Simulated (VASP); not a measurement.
Runs of VASP 6.6.1 on Fe. The structure is that of space group Im-3m (No. 229), or close to it. The cells are those of the table. 

```tsv
cell	k mesh	gap on the mesh (eV)	pressure (GPa)	moment (μB)
a = 2.490 Å, angles 109.5°, 1 atom	22 × 22 × 22	none	(b)	2.67
a = 2.484 Å, angles 109.5°, 1 atom	22 × 22 × 22	none	-0.3	(a)
a = 2.517 Å, angles 109.5°, 1 atom	22 × 22 × 22	none	-7.4	2.67
a = 2.306 Å, angles 109.5°, 1 atom	24 × 24 × 24	none	56.3	2.15
```

Alike in all rows: task single point; level r2SCAN; potentials or basis VASP PAW PBE potentials, release 64 (Fe); spin collinear, ferromagnetic start; cutoff (eV) 520; smearing gaussian 0.05 eV.

Question: Estimate the missing entries.

Answer: (a) 2.66; (b) -1.7.

Caveats: the PAW data sets were made with another functional, which shifts forces and pressure a little; the cell stands under tension (at least some runs); the cell stands under pressure (at least some runs).

A gap of «none» marks levels without a gap at the run's occupations.
